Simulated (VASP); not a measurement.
# Ir (Im-3m) in VASP: single point with PBE

Aim: the single point of Ir with PBE.

All numbers are computed with VASP 6.6.1; they aren't measurements. Logs are shortened: lines on timing, memory, paths and dates and some standing lists are left out, and cuts for length are marked.

## Step 1: The cell of the first run

It takes space group Im-3m (No. 229, cubic). The conventional cell has a = 3.110 Å, b = 3.110 Å, c = 3.110 Å, α = 90.00°, β = 90.00°, γ = 90.00°. Within 3.6 Å of Ir (site symmetry m-3m) lie 14 Ir at 2.69 to 3.11 Å.

## Step 2: Single point, PBE

Contents of INCAR:

```
SYSTEM = Ir
ALGO = Fast ; EDIFF = 1E-6
ENCUT = 520 ; GGA = PE
ISIF = 2 ; ISMEAR = 0
LASPH = .TRUE. ; LCHARG = .TRUE.
LELF = .TRUE. ; LREAL = .FALSE.
LVHAR = .TRUE. ; LWAVE = .FALSE.
NBANDS = 10 ; NELM = 80
PREC = Accurate ; SIGMA = 0.05
```

Contents of KPOINTS:

```
k-points
0
G
  20 20 20
  0 0 0
```

Contents of POSCAR:

```
Ir
1.0
   -1.5549666736      1.5549666736      1.5549666736
    1.5549666736     -1.5549666736      1.5549666736
    1.5549666736      1.5549666736     -1.5549666736
Ir
1
Direct
    0.0000000000      0.0000000000      0.0000000000
```

Potentials or basis: VASP PAW PBE potentials, release 64 (Ir).

Command:

```console
> cat potpaw_PBE.64/Ir/POTCAR > POTCAR
> mpirun -np 1 vasp_std > vasp.out
```

OUTCAR:

```text
SYSTEM = Ir
   EDIFF = 1E-6
   ENCUT = 520
   GGA = PE
   ISIF = 2
   ISMEAR = 0
   LASPH = .TRUE.
   LREAL = .FALSE.
   NELM = 80
   PREC = Accurate

 ion  position               nearest neighbor table
   1  0.000  0.000  0.000-

  LATTYP: Found a body centered cubic cell.
 ALAT       =     3.1099333472

  Lattice vectors:

 A1 = (  -1.5549666736,   1.5549666736,   1.5549666736)
 A2 = (   1.5549666736,  -1.5549666736,   1.5549666736)
 A3 = (   1.5549666736,   1.5549666736,  -1.5549666736)

Analysis of symmetry for initial positions (statically):
=====================================================================
 Subroutine PRICEL returns:
 Original cell was already a primitive cell.

 Routine SETGRP: Setting up the symmetry group for a
 body centered cubic supercell.

 Subroutine GETGRP returns: Found 48 space group operations
 (whereof 48 operations were pure point group operations)
 out of a pool of 48 trial point group operations.

The static configuration has the point symmetry O_h .

Analysis of symmetry for dynamics (positions and initial velocities):
=====================================================================
 Subroutine PRICEL returns:
 Original cell was already a primitive cell.

 Routine SETGRP: Setting up the symmetry group for a
 body centered cubic supercell.

 Subroutine GETGRP returns: Found 48 space group operations
 (whereof 48 operations were pure point group operations)
 out of a pool of 48 trial point group operations.

The dynamic configuration has the point symmetry O_h .

 Subroutine INISYM returns: Found 48 space group operations
 (whereof 48 operations are pure point group operations),
 and found     1 'primitive' translations

----------------------------------------------------------------------------------------

                                     Primitive cell

  volume of cell :      15.0391

  direct lattice vectors                    reciprocal lattice vectors
    -1.554966674  1.554966674  1.554966674     0.000000000  0.321550300  0.321550300
     1.554966674 -1.554966674  1.554966674     0.321550300  0.000000000  0.321550300
     1.554966674  1.554966674 -1.554966674     0.321550300  0.321550300  0.000000000

  length of vectors
     2.693281283  2.693281283  2.693281283     0.454740795  0.454740795  0.454740795

  position of ions in fractional coordinates (direct lattice)
     0.000000000  0.000000000  0.000000000

  ion indices of the primitive-cell ions
   primitive index   ion index
                 1           1

----------------------------------------------------------------------------------------

 KPOINTS: k-points

Automatic generation of k-mesh.
 Grid dimensions read from file:
 generate k-points for:   20   20   20

 Generating k-lattice:

  Cartesian coordinates                     Fractional coordinates (reciprocal lattice)
     0.000000000  0.016077515  0.016077515     0.050000000  0.000000000  0.000000000
     0.016077515  0.000000000  0.016077515     0.000000000  0.050000000  0.000000000
     0.016077515  0.016077515  0.000000000     0.000000000  0.000000000  0.050000000

  Length of vectors
     0.022737040  0.022737040  0.022737040

  Shift w.r.t. Gamma in fractional coordinates (k-lattice)
     0.000000000  0.000000000  0.000000000

 Subroutine IBZKPT returns following result:
 ===========================================

 Found    256 irreducible k-points:

 Following reciprocal coordinates:
            Coordinates               Weight
  0.000000  0.000000  0.000000      1.000000
  0.050000  0.000000  0.000000     12.000000
  0.100000  0.000000  0.000000     12.000000
  0.150000  0.000000  0.000000     12.000000
  0.200000  0.000000  0.000000     12.000000
  0.250000  0.000000  0.000000     12.000000
[... 16 lines left out ...]
  0.200000  0.100000  0.000000     48.000000
  0.250000  0.100000  0.000000     48.000000
 [... further k-points ...]
   k-points           NKPTS =    256   k-points in BZ     NKDIM =    256   number of bands    NBANDS=     10
   number of dos      NEDOS =    301   number of ions     NIONS =      1
   total plane-waves  NPLWV =   8000
   dimension x,y,z NGX =    20 NGY =   20 NGZ =   20
   dimension x,y,z NGXF=    40 NGYF=   40 NGZF=   40
   ions per type =               1
   NGX,Y,Z   is equivalent  to a cutoff of  12.35, 12.35, 12.35 a.u.
   NGXF,Y,Z  is equivalent  to a cutoff of  24.69, 24.69, 24.69 a.u.
 SYSTEM =  Ir
   PREC   = accura    normal or accurate (medium, high low for compatibility)
   ISTART =      0    job   : 0-new  1-cont  2-samecut
   ICHARG =      2    charge: 1-file 2-atom 10-const
   ISPIN  =      1    spin polarized calculation?
   LNONCOLLINEAR =      F non collinear calculations
   LSORBIT =      F    spin-orbit coupling
   LASPH  =      T    aspherical Exc in radial PAW
   ENCUT  =  520.0 eV  38.22 Ry    6.18 a.u.   5.01  5.01  5.01*2*pi/ulx,y,z
   NELM   =     80;   NELMIN=  2; NELMDL= -5     # of ELM steps
   EDIFF  = 0.1E-05   stopping-criterion for ELM
   LREAL  =      F    real-space projection
   EDIFFG = 0.1E-04   stopping-criterion for IOM
   NSW    =      0    number of steps for IOM
   IBRION =     -1    ionic relax: 0-MD 1-quasi-New 2-CG
   NFREE  =      0    steps in history (QN), initial steepest desc. (CG)
   ISIF   =      2    stress and relaxation
   ISYM   =      2    0-nonsym 1-usesym 2-fastsym
   POTIM  = 0.5000    time-step for ionic-motion
   TEBEG  =    0.0;   TEEND  =   0.0 temperature during run
   PSTRESS=    0.0 pullay stress
   NELECT =       9.0000    total number of electrons
   NUPDOWN=      -1.0000    fix difference up-down
   EMIN   =  10.00;   EMAX   =-10.00  energy-range for DOS
   EFERMI =   0.00;   METHOD = LEGACY
   ISMEAR =     0;   SIGMA  =   0.05  broadening in eV -4-tet -1-fermi 0-gaus
   EFERMI_NEDOS =   21; number of points for ismear=-14 and -15
   IALGO  =     68    algorithm
   IMIX   =      4    mixing-type and parameters
     AMIX     =   0.40;   BMIX     =  1.00
     AMIX_MAG =   1.60;   BMIX_MAG =  1.00
  volume/ion in A,a.u.               =      15.04       101.49
  Fermi-wavevector in a.u.,A,eV,Ry     =   1.379583  2.607034 25.895288  1.903250
  Thomas-Fermi vector in A             =   2.504539
   LORBIT       =      0    0 simple, 1 ext, 2 COOP (PROOUT), +10 PAW based schemes
   GGA     = PE    functional components
   LHFCALC =     F    Hartree Fock is set to
   AEXX    =    0.0000 exact exchange contribution
   IVDW    =     0    specifies the selected vdW correction
   LEPSILON=     F    determine dielectric tensor
   LRPA    =     F    only Hartree local field effects (RPA)
 non-spin polarized calculation
 RMM-DIIS sequential band-by-band and
 Gauss-broadening in eV      SIGMA  =   0.05
  energy-cutoff  :      520.00
  volume of cell :       15.04
 maximum number of plane-waves:       420
   NGX =  9   NGY =  9   NGZ =  9

 number of electron       9.0000002 magnetization

 Free energy of the ion-electron system (eV)
  ---------------------------------------------------
  ext. energy  EPLUGINS =         0.00000000
  ---------------------------------------------------
  free energy    TOTEN  =        -8.21547167 eV

  energy without entropy =       -8.21063836  energy(sigma->0) =       -8.21305502

 E-fermi :   9.1587     XC(G=0): -13.6068

 val. band max:        9.1583697308   @ k =  -0.2500   0.4000   0.1000
 cond. band min:       9.1590883762   @ k =   0.3000   0.2500   0.1000
 fundamental gap:      0.0007186454
 Fermi energy:         9.1587391682

 k-point     1 :       0.0000    0.0000    0.0000
  band No.  band energies     occupation
      1      -1.0855      2.00000
      2       5.7502      2.00000
      3       5.7502      2.00000
      4       5.7502      2.00000
      5       8.6581      2.00000
      6       8.6581      2.00000
      7      26.0880      0.00000
      8      26.0880      0.00000
      9      26.0880      0.00000
     10      36.5836      0.00000

 k-point     2 :       0.0500    0.0000    0.0000
  band No.  band energies     occupation
      1      -0.9746      2.00000
      2       5.6998      2.00000
      3       5.7477      2.00000
      4       5.8466      2.00000
      5       8.5880      2.00000
      6       8.6614      2.00000
      7      26.1530      0.00000
      8      26.2298      0.00000
      9      26.2598      0.00000
     10      35.2828      0.00000

 k-point     3 :       0.1000    0.0000    0.0000
  band No.  band energies     occupation
      1      -0.6500      2.00000
      2       5.5564      2.00000
      3       5.7324      2.00000
      4       6.1328      2.00000
      5       8.4153      2.00000
      6       8.6729      2.00000
      7      26.2938      0.00000
      8      26.5504      0.00000
      9      26.7644      0.00000
     10      33.6780      0.00000

 k-point     4 :       0.1500    0.0000    0.0000
  band No.  band energies     occupation
      1      -0.1387      2.00000
      2       5.3411      2.00000
      3       5.6891      2.00000
      4       6.5989      2.00000
      5       8.2323      2.00000
      6       8.6970      2.00000
      7      26.3266      0.00000
      8      26.6868      0.00000
      9      27.5714      0.00000
     10      32.5511      0.00000
[... 222 lines left out ...]
 k-point    22 :       0.1500    0.1000    0.0000
  band No.  band energies     occupation
      1       0.7890      2.00000
      2       5.1172      2.00000
      3       5.3499      2.00000
      4       7.6304      2.00000
      5       7.9710      2.00000
      6       8.8628      2.00000
      7      25.9531      0.00000
      8      26.1832      0.00000
      9      28.1729      0.00000
     10      30.6293      0.00000

 k-point    23 :       0.2000    0.1000    0.0000
  band No.  band energies     occupation
      1       1.4562      2.00000
      2       4.8558      2.00000
      3       5.3223      2.00000
      4       7.9649      2.00000
      5       8.4514      2.00000
      6       8.9540      2.00000
      7      24.3785      0.00000
      8      25.4633      0.00000
      9      28.9813      0.00000
     10      29.6182      0.00000

 k-point    24 :       0.2500    0.1000    0.0000
  band No.  band energies     occupation
      1       1.9992      2.00000
      2       4.6052      2.00000
      3       5.5253      2.00000
      4       8.0812      2.00000
      5       9.0027      1.99999
      6       9.4017      0.00000
      7      22.4684      0.00000
      8      24.5430      0.00000
      9      28.1734      0.00000
     10      30.4289      0.00000

 [... further k-points ...]

------------------------ aborting loop because EDIFF is reached ----------------------------------------

  FORCE on cell =-STRESS in cart. coord.  units (eV):
  Direction    XX          YY          ZZ          XY          YZ          ZX
  --------------------------------------------------------------------------------------
  -------------------------------------------------------------------------------------
  Total        0.0511808      0.0511808      0.0511808      0.0000000     -0.0000000      0.0000000
  in kB        5.4524842      5.4524842      5.4524842      0.0000000     -0.0000000      0.0000000
  external PRESSURE =       5.4524842 kB  Pullay stress =       0.0000000 kB

 VOLUME and BASIS-vectors are now :
 -----------------------------------------------------------------------------
  energy-cutoff  :      520.00
  volume of cell :       15.04
      direct lattice vectors                 reciprocal lattice vectors
    -1.554966674  1.554966674  1.554966674     0.000000000  0.321550300  0.321550300
     1.554966674 -1.554966674  1.554966674     0.321550300  0.000000000  0.321550300
     1.554966674  1.554966674 -1.554966674     0.321550300  0.321550300  0.000000000

 POSITION                                       TOTAL-FORCE (eV/Angst)
 -----------------------------------------------------------------------------------
      0.00000      0.00000      0.00000        -0.000000     -0.000000     -0.000000
 -----------------------------------------------------------------------------------
    total drift:                                0.000000      0.000000      0.000000

  FREE ENERGIE OF THE ION-ELECTRON SYSTEM (eV)
  ---------------------------------------------------
  free  energy   TOTEN  =        -8.2154716750 eV

  energy  without entropy=       -8.2106383551  energy(sigma->0) =       -8.21305502
```

Run time: 19 s. Hardware: 1 thread of Intel Xeon 6975P-C (Granite Rapids), shared host; peak memory 0.16 GiB.

What came out:

| Quantity | Value |
| --- | --- |
| Free energy | -8.2155 eV |
| Pressure | 0.5 GPa |

Caveat: spin-orbit coupling is left out, which moves the levels of the heavy elements.
